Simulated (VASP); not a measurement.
# BiTe (R-3m) in VASP: further runs

Runs on BiTe. Level: PBEsol. Tasks: single point.

All numbers are computed with VASP 6.6.1; they aren't measurements. Logs are shortened: lines on timing, memory, paths and dates and some standing lists are left out, and cuts for length are marked.

## Step 1: The cell of the first run

It takes space group R-3m (No. 166, trigonal). Conventional cell: a = 4.790 Å, b = 4.790 Å, c = 8.755 Å, α = 90.00°, β = 90.00°, γ = 120.00°. Bi (site symmetry -3m) has 6 Te at 3.13 Å and 6 Bi at 4.02 Å within 4.1 Å. Te (site symmetry -3m) has 6 Bi at 3.13 Å and 6 Te at 4.02 Å within 4.1 Å.

## Step 2: Single point, PBEsol (volume scaled by 0.91, then relaxed in part)

Contents of INCAR:

```
ALGO     = Normal         # electronic algorithm
EDIFF    = 1E-6           # SCF threshold, eV
ENCUT    = 520            # plane-wave cutoff, eV
GGA      = PS             # functional
ISIF     = 2              # what is computed and relaxed
ISMEAR   = 0              # smearing method
LASPH    = True           # aspherical terms in the spheres
LCHARG   = False          # write CHGCAR
LREAL    = False          # projectors in reciprocal space
LWAVE    = False          # write WAVECAR
NBANDS   = 18             # bands
NELM     = 100            # most SCF steps
PREC     = Accurate       # precision mode
SIGMA    = 0.1            # smearing width, eV
```

Contents of KPOINTS:

```
k-points
0
Gamma
  12 12 12
```

Contents of POSCAR:

```
BiTe
1.0
    2.3947867796      1.3826307919      2.9183901364
   -2.3947867796      1.3826307919      2.9183901364
    0.0000000000     -2.7652615838      2.9183901364
Bi Te
1 1
Direct
    0.5000000000      0.5000000000      0.5000000000
    0.0000000000      0.0000000000      0.0000000000
```

Potentials or basis: VASP PAW PBE potentials, release 64 (Bi_d, Te).

Started as:

```bash
cat potpaw_PBE.64/Bi_d/POTCAR potpaw_PBE.64/Te/POTCAR > POTCAR
mpirun -np 1 vasp_std > vasp.out
```

OUTCAR:

```text
EDIFF = 1E-6
   ENCUT = 520
   GGA = PS
   ISIF = 2
   ISMEAR = 0
   LASPH = True
   LREAL = False
   NELM = 100
   PREC = Accurate

 ion  position               nearest neighbor table
   1  0.500  0.500  0.500-   2 3.13   2 3.13   2 3.13   2 3.13   2 3.13   2 3.13
   2  0.000  0.000  0.000-   1 3.13   1 3.13   1 3.13   1 3.13   1 3.13   1 3.13

  LATTYP: Found a trigonal (rhomboedric) cell.
 ALAT       =     4.0204070210
 COS(alpha) =     0.2903835834

  Lattice vectors:

 A1 = (   2.3947867796,   1.3826307919,   2.9183901364)
 A2 = (  -2.3947867796,   1.3826307919,   2.9183901364)
 A3 = (   0.0000000000,  -2.7652615838,   2.9183901364)

Analysis of symmetry for initial positions (statically):
=====================================================================
 Subroutine PRICEL returns:
 Original cell was already a primitive cell.

 Routine SETGRP: Setting up the symmetry group for a
 trigonal (rhombohedral) supercell.

 Subroutine GETGRP returns: Found 12 space group operations
 (whereof 12 operations were pure point group operations)
 out of a pool of 12 trial point group operations.

The static configuration has the point symmetry D_3d.

Analysis of symmetry for dynamics (positions and initial velocities):
=====================================================================
 Subroutine PRICEL returns:
 Original cell was already a primitive cell.

 Routine SETGRP: Setting up the symmetry group for a
 trigonal (rhombohedral) supercell.

 Subroutine GETGRP returns: Found 12 space group operations
 (whereof 12 operations were pure point group operations)
 out of a pool of 12 trial point group operations.

The dynamic configuration has the point symmetry D_3d.

 Subroutine INISYM returns: Found 12 space group operations
 (whereof 12 operations are pure point group operations),
 and found     1 'primitive' translations

----------------------------------------------------------------------------------------

                                     Primitive cell

  volume of cell :      57.9786

  direct lattice vectors                    reciprocal lattice vectors
     2.394786780  1.382630792  2.918390136     0.208786855  0.120543147  0.114218222
    -2.394786780  1.382630792  2.918390136    -0.208786855  0.120543147  0.114218222
     0.000000000 -2.765261584  2.918390136     0.000000000 -0.241086294  0.114218222

  length of vectors
     4.020407021  4.020407021  4.020407021     0.266774068  0.266774068  0.266774068

  position of ions in fractional coordinates (direct lattice)
     0.500000000  0.500000000  0.500000000
     0.000000000  0.000000000  0.000000000

[... 77 lines left out ...]
   LREAL  =      F    real-space projection
   EDIFFG = 0.1E-04   stopping-criterion for IOM
   NSW    =      0    number of steps for IOM
   IBRION =     -1    ionic relax: 0-MD 1-quasi-New 2-CG
   NFREE  =      0    steps in history (QN), initial steepest desc. (CG)
   ISIF   =      2    stress and relaxation
   ISYM   =      2    0-nonsym 1-usesym 2-fastsym
   POTIM  = 0.5000    time-step for ionic-motion
   TEBEG  =    0.0;   TEEND  =   0.0 temperature during run
   PSTRESS=    0.0 pullay stress
   NELECT =      21.0000    total number of electrons
   NUPDOWN=      -1.0000    fix difference up-down
   EMIN   =  10.00;   EMAX   =-10.00  energy-range for DOS
   EFERMI =   0.00;   METHOD = LEGACY
   ISMEAR =     0;   SIGMA  =   0.10  broadening in eV -4-tet -1-fermi 0-gaus
   EFERMI_NEDOS =   21; number of points for ismear=-14 and -15
   IALGO  =     38    algorithm
   IMIX   =      4    mixing-type and parameters
     AMIX     =   0.40;   BMIX     =  1.00
     AMIX_MAG =   1.60;   BMIX_MAG =  1.00
  volume/ion in A,a.u.               =      28.99       195.63
  Fermi-wavevector in a.u.,A,eV,Ry     =   1.166967  2.205249 18.528588  1.361813
  Thomas-Fermi vector in A             =   2.303474
   LORBIT       =      0    0 simple, 1 ext, 2 COOP (PROOUT), +10 PAW based schemes
   GGA     = PS    functional components
   LHFCALC =     F    Hartree Fock is set to
   AEXX    =    0.0000 exact exchange contribution
   IVDW    =     0    specifies the selected vdW correction
   LEPSILON=     F    determine dielectric tensor
   LRPA    =     F    only Hartree local field effects (RPA)
 non-spin polarized calculation
 Gauss-broadening in eV      SIGMA  =   0.10
  energy-cutoff  :      520.00
  volume of cell :       57.98
 maximum number of plane-waves:      1586
 NGX is ok and might be reduce to    30
   NGX = 15   NGY = 15   NGZ = 15

 number of electron      21.0000007 magnetization

 Free energy of the ion-electron system (eV)
  ---------------------------------------------------
  ext. energy  EPLUGINS =         0.00000000
  ---------------------------------------------------
  free energy    TOTEN  =        -7.93041048 eV

  energy without entropy =       -7.92479467  energy(sigma->0) =       -7.92760258

 E-fermi :   8.3056     XC(G=0): -10.3490

 val. band max:        8.2835066882   @ k =   0.1667   0.1667  -0.0000
 cond. band min:       8.3072242722   @ k =  -0.3333   0.3333   0.2500
 fundamental gap:      0.0237175839
 Fermi energy:         8.3056459647

 k-point     1 :       0.0000    0.0000    0.0000
  band No.  band energies     occupation
      1     -14.8434      2.00000
      2     -14.8434      2.00000
      3     -14.8290      2.00000
      4     -14.8290      2.00000
      5     -14.7928      2.00000
      6      -6.0897      2.00000
[... 481 lines left out ...]
      5     -14.7895      2.00000
      6      -3.8398      2.00000
[... 10 lines left out ...]
     17      17.2688      0.00000
     18      19.5783      0.00000

 [... further k-points ...]

------------------------ aborting loop because EDIFF is reached ----------------------------------------

  FORCE on cell =-STRESS in cart. coord.  units (eV):
  Direction    XX          YY          ZZ          XY          YZ          ZX
  --------------------------------------------------------------------------------------
  -------------------------------------------------------------------------------------
  Total        1.7870744      1.7870744      1.7777106      0.0000000      0.0000000      0.0000000
  in kB       49.3839189     49.3839189     49.1251586      0.0000000      0.0000000      0.0000000
  external PRESSURE =      49.2976654 kB  Pullay stress =       0.0000000 kB

 VOLUME and BASIS-vectors are now :
 -----------------------------------------------------------------------------
  energy-cutoff  :      520.00
  volume of cell :       57.98
      direct lattice vectors                 reciprocal lattice vectors
     2.394786780  1.382630792  2.918390136     0.208786855  0.120543147  0.114218222
    -2.394786780  1.382630792  2.918390136    -0.208786855  0.120543147  0.114218222
     0.000000000 -2.765261584  2.918390136     0.000000000 -0.241086294  0.114218222

 POSITION                                       TOTAL-FORCE (eV/Angst)
 -----------------------------------------------------------------------------------
      0.00000      0.00000      4.37759        -0.000000     -0.000000     -0.000000
      0.00000      0.00000      0.00000         0.000000      0.000000      0.000000
 -----------------------------------------------------------------------------------
    total drift:                               -0.000000      0.000000      0.000000

  FREE ENERGIE OF THE ION-ELECTRON SYSTEM (eV)
  ---------------------------------------------------
  free  energy   TOTEN  =        -7.9304104789 eV

  energy  without entropy=       -7.9247946720  energy(sigma->0) =       -7.92760258
```

stdout:

```text
POSCAR found type information on POSCAR BiTe
 POSCAR found :  2 types and       2 ions
 scaLAPACK will be used
 -----------------------------------------------------------------------------
|                                                                             |
|                                                                             |
|     You enforced a specific xc type in the INCAR file but a different       |
|     I HOPE YOU KNOW WHAT YOU ARE DOING!                                     |
|                                                                             |
 -----------------------------------------------------------------------------

 LDA part: xc-table for (Slater+PW92), standard interpolation
 POSCAR, INCAR and KPOINTS ok, starting setup
 FFT: planning ... GRIDC
 FFT: planning ... GRID_SOFT
 FFT: planning ... GRID
 WAVECAR not read
 entering main loop
```

Run time: 80 s. Hardware: 1 thread of AMD EPYC 9R45 (Zen 5), shared host; peak memory 0.29 GiB.

Results:

```yaml
Free_energy: -7.9304 eV
Pressure: 4.9 GPa
```

Levels at points of the mesh, in eV from the Fermi level:
| k point | band 7 | band 8 | band 9 | band 10 | band 11 | band 12 | band 13 | band 14 |
| --- | --- | --- | --- | --- | --- | --- | --- | --- |
| (0.00, 0.00, 0.00) | -7.86 | -3.36 | -3.36 | -1.34 | 2.36 | 3.45 | 3.45 | 3.52 |
| (0.50, 0.00, 0.00) | -11.88 | -1.88 | -1.81 | -1.08 | -0.55 | -0.32 | 1.24 | 6.15 |
| (0.50, 0.50, 0.00) | -9.94 | -6.43 | -5.44 | -3.00 | 2.40 | 3.14 | 4.04 | 5.11 |
| (0.50, 0.50, 0.50) | -10.93 | -2.90 | -2.90 | -2.79 | -2.24 | -1.93 | -1.93 | 9.43 |

Caveat: the cell differs from its parent crystal (volume scaled by 0.91, then relaxed in part); the PAW data sets were made with another functional, which shifts forces and pressure a little; spin-orbit coupling is left out, which moves the levels of the heavy elements.

## Step 3: Single point, PBEsol (volume scaled by 0.94, then relaxed in part)

INCAR: that of step 2 with these lines changed.

```diff
@@ -11,3 +11,3 @@
 NBANDS   = 18             # bands
-NELM     = 100            # most SCF steps
+NELM     = 80             # most SCF steps
 PREC     = Accurate       # precision mode
```

KPOINTS is that of step 2.

Contents of POSCAR:

```
BiTe
1.0
    2.3956623338      1.3831362933      3.0123976817
   -2.3956623338      1.3831362933      3.0123976817
    0.0000000000     -2.7662725866      3.0123976817
Bi Te
1 1
Direct
    0.5000000000      0.5000000000      0.5000000000
    0.0000000000      0.0000000000      0.0000000000
```

Potentials or basis: VASP PAW PBE potentials, release 64 (Bi_d, Te).

Started as:

```bash
cat potpaw_PBE.64/Bi_d/POTCAR potpaw_PBE.64/Te/POTCAR > POTCAR
mpirun -np 1 vasp_std > vasp.out
```

It took 78 s on 1 thread of AMD EPYC 9R45 (Zen 5), shared host; peak memory 0.29 GiB.

Results (log left out):

* Free energy: -7.9785 eV
* Pressure: 3.1 GPa

Levels at points of the mesh, in eV from the Fermi level:
```tsv
k point	band 6	band 7	band 8	band 9	band 10	band 11	band 12	band 13	band 14	band 15
(0.00, 0.00, 0.00)	-14.21	-7.95	-3.28	-3.28	-1.40	2.22	3.18	3.18	3.63	3.63
(0.50, 0.00, 0.00)	-12.01	-11.78	-1.89	-1.86	-1.08	-0.60	-0.51	0.98	6.34	6.49
(0.50, 0.50, 0.00)	-11.96	-9.96	-6.28	-5.23	-3.15	2.31	3.16	3.97	5.04	8.17
(0.50, 0.50, 0.50)	-11.34	-10.98	-2.78	-2.78	-2.65	-2.08	-1.78	-1.78	8.98	9.62
```

Caveat: the cell differs from its parent crystal (volume scaled by 0.94, then relaxed in part); the PAW data sets were made with another functional, which shifts forces and pressure a little; spin-orbit coupling is left out, which moves the levels of the heavy elements.

## Step 4: Single point, PBEsol (volume scaled by 0.97, then relaxed in part)

Contents of INCAR:

```
  ALGO = Normal
  EDIFF = 1E-7
  ENCUT = 520
  GGA = PS
  ISIF = 2
  ISMEAR = 0
  LASPH = T
  LCHARG = F
  LREAL = F
  LWAVE = F
  NBANDS = 18
  NELM = 100
  PREC = Accurate
  SIGMA = 0.1
```

KPOINTS is that of step 3.

Contents of POSCAR:

```
BiTe
1.0
    2.3970288578      1.3839252563      3.1049947458
   -2.3970288578      1.3839252563      3.1049947458
    0.0000000000     -2.7678505126      3.1049947458
Bi Te
1 1
Direct
    0.5000000000      0.5000000000      0.5000000000
    0.0000000000      0.0000000000      0.0000000000
```

Started as:

```bash
cat potpaw_PBE.64/Bi_d/POTCAR potpaw_PBE.64/Te/POTCAR > POTCAR
mpirun -np 1 vasp_std > vasp.out
```

It took 77 s on 1 thread of AMD EPYC 9R45 (Zen 5), shared host; peak memory 0.3 GiB.

Results (log left out):

```yaml
Free_energy: -8.0057 eV
Pressure: 1.4 GPa
```

Levels at points of the mesh, in eV from the Fermi level:
| k point | band 7 | band 8 | band 9 | band 10 | band 11 | band 12 | band 13 | band 14 |
| --- | --- | --- | --- | --- | --- | --- | --- | --- |
| (0.00, 0.00, 0.00) | -8.04 | -3.20 | -3.20 | -1.48 | 2.10 | 2.94 | 2.94 | 3.74 |
| (0.50, 0.00, 0.00) | -11.67 | -1.90 | -1.89 | -1.07 | -0.70 | -0.64 | 0.73 | 6.52 |
| (0.50, 0.50, 0.00) | -9.97 | -6.13 | -5.03 | -3.27 | 2.26 | 3.17 | 3.89 | 4.95 |
| (0.50, 0.50, 0.50) | -11.02 | -2.66 | -2.66 | -2.52 | -1.93 | -1.63 | -1.63 | 8.60 |

Caveat: the cell differs from its parent crystal (volume scaled by 0.97, then relaxed in part); the PAW data sets were made with another functional, which shifts forces and pressure a little; spin-orbit coupling is left out, which moves the levels of the heavy elements.

## Step 5: Single point, PBEsol

This run uses another cell than the first one, of 31.86 Å³/atom, 1.099 times its volume.

Contents of INCAR:

```
SYSTEM = BiTe
PREC = Accurate
ENCUT = 520
EDIFF = 1E-6
ISMEAR = 0
SIGMA = 0.1
LREAL = .FALSE.
LASPH = .TRUE.
NELM = 60
ALGO = Normal
ISIF = 2
LWAVE = .FALSE.
LCHARG = .FALSE.
GGA = PS
NBANDS = 18
```

Contents of KPOINTS:

```
Automatic mesh
0
G
  12 12 12
  0 0 0
```

Contents of POSCAR:

```
BiTe
1.0
    2.3992465536      1.3852056436      3.1951106378
   -2.3992465536      1.3852056436      3.1951106378
    0.0000000000     -2.7704112871      3.1951106378
Bi Te
1 1
Direct
    0.5000000000      0.5000000000      0.5000000000
    0.0000000000      0.0000000000      0.0000000000
```

Started as:

```bash
cat potpaw_PBE.64/Bi_d/POTCAR potpaw_PBE.64/Te/POTCAR > POTCAR
mpirun -np 1 vasp_std > vasp.out
```

Run time: 61 s. Hardware: 1 thread of AMD EPYC 9R45 (Zen 5), shared host; peak memory 0.31 GiB.

It converged, with:

```yaml
Free_energy: -8.0143 eV
Pressure: 0.0 GPa
```

Levels at points of the mesh, in eV from the Fermi level:
```
           k point  band 8  band 9  band 10  band 11  band 12  band 13
(0.00, 0.00, 0.00)   -3.10   -3.10    -1.56     2.01     2.74     2.74
(0.50, 0.00, 0.00)   -1.90   -1.88    -1.04    -0.86    -0.66     0.51
(0.50, 0.50, 0.00)   -5.97   -4.83    -3.35     2.25     3.18     3.80
(0.50, 0.50, 0.50)   -2.54   -2.54    -2.40    -1.79    -1.49    -1.49
```

Caveat: the PAW data sets were made with another functional, which shifts forces and pressure a little; spin-orbit coupling is left out, which moves the levels of the heavy elements.

## Step 6: Single point, PBEsol (volume scaled by 1.03, then relaxed in part)

Contents of INCAR:

```
SYSTEM = BiTe
PREC = Accurate ; ENCUT = 520
EDIFF = 1E-6 ; ISMEAR = 0
SIGMA = 0.1 ; LREAL = .False.
LASPH = .True. ; NELM = 100
ALGO = Normal ; ISIF = 2
LWAVE = .False. ; LCHARG = .False.
GGA = PS ; NBANDS = 18
```

Contents of KPOINTS:

```
Automatic mesh
0
Gamma
  12 12 12
  0 0 0
```

Contents of POSCAR:

```
BiTe
1.0
    2.4077041222      1.3900886230      3.2678841546
   -2.4077041222      1.3900886230      3.2678841546
    0.0000000000     -2.7801772461      3.2678841546
Bi Te
1 1
Direct
    0.5000000000      0.5000000000      0.5000000000
    0.0000000000      0.0000000000      0.0000000000
```

Potentials or basis: VASP PAW PBE potentials, release 64 (Bi_d, Te).

Started as:

```bash
cat potpaw_PBE.64/Bi_d/POTCAR potpaw_PBE.64/Te/POTCAR > POTCAR
mpirun -np 1 vasp_std > vasp.out
```

It took 60 s on 1 thread of AMD EPYC 9R45 (Zen 5), shared host; peak memory 0.31 GiB.

It converged, with:

| Item | Value |
| --- | --- |
| Free energy | -8.0064 eV |
| Pressure | -1.4 GPa |

Levels at points of the mesh, in eV from the Fermi level:
| k point | band 6 | band 7 | band 8 | band 9 | band 10 | band 11 | band 12 | band 13 | band 14 | band 15 |
| --- | --- | --- | --- | --- | --- | --- | --- | --- | --- | --- |
| (0.00, 0.00, 0.00) | -13.67 | -8.20 | -2.99 | -2.99 | -1.60 | 1.94 | 2.60 | 2.60 | 3.96 | 3.96 |
| (0.50, 0.00, 0.00) | -11.69 | -11.46 | -1.88 | -1.85 | -1.01 | -0.97 | -0.64 | 0.37 | 6.64 | 6.82 |
| (0.50, 0.50, 0.00) | -11.79 | -9.98 | -5.79 | -4.64 | -3.35 | 2.29 | 3.14 | 3.70 | 4.73 | 8.24 |
| (0.50, 0.50, 0.50) | -11.31 | -11.00 | -2.43 | -2.43 | -2.30 | -1.67 | -1.36 | -1.36 | 8.06 | 8.65 |

Caveat: the cell differs from its parent crystal (volume scaled by 1.03, then relaxed in part); the PAW data sets were made with another functional, which shifts forces and pressure a little; spin-orbit coupling is left out, which moves the levels of the heavy elements.

## Step 7: Summary

| cell | gap on the mesh (eV) | pressure (GPa) |
| --- | --- | --- |
| a = 4.020 Å, angles 73.1°, 2 atoms | none | 4.9 |
| a = 4.090 Å, angles 71.7°, 2 atoms | none | 3.1 |
| a = 4.160 Å, angles 70.4°, 2 atoms | none | 1.4 |
| a = 4.229 Å, angles 69.1°, 2 atoms | none | 0.0 |
| a = 4.291 Å, angles 68.3°, 2 atoms | none | -1.4 |

Alike in all rows: task single point; level PBEsol; potentials or basis VASP PAW PBE potentials, release 64 (Bi_d, Te); no spin polarisation; k mesh 12 × 12 × 12; cutoff (eV) 520; smearing gaussian 0.1 eV.

Caveats: the PAW data sets were made with another functional, which shifts forces and pressure a little; spin-orbit coupling is left out, which moves the levels of the heavy elements.

Total energies depend on the potentials used, so only differences within one code and one set of settings carry meaning.
